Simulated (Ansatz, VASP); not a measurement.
ZrB2: VASP beside Ansatz

```
CELL_PARAMETERS angstrom
3.26183 0.00000 0.00000
-1.63092 2.82483 0.00000
0.00000 0.00000 3.21780
ATOMIC_POSITIONS crystal
Zr 0.00000 0.00000 0.00000
B 0.33333 0.66667 0.50000
B 0.66667 0.33333 0.50000
```

Alike in both runs: task single point; functional LDA; k mesh 18 × 18 × 12; occupations gaussian, width 0.15 eV; no spin polarisation.

```csv
,VASP,Ansatz
version,VASP 6.6.1,Ansatz 0.2.0
potentials or method,"VASP PAW LDA potentials, release 64 (Zr_sv, B), cutoff 520 eV","scalar-relativistic, plane waves, PAW"
valence electrons in the cell,18,18
```

|  | VASP | Ansatz | Ansatz less VASP |
| --- | --- | --- | --- |
| gap on the k mesh at the Fermi level (eV) | none | none | - |
| pressure (GPa) | 0.3 | -0.3 | -0.57 |
| traceless stress, the component that is largest in VASP (GPa) | 27.04 | 27.03 | -0.015 |

LDA's correlation is that of Perdew and Zunger in VASP and of Perdew and Wang (1992) in Ansatz. A gap of «none» marks a metal or a gap that the smearing closes.
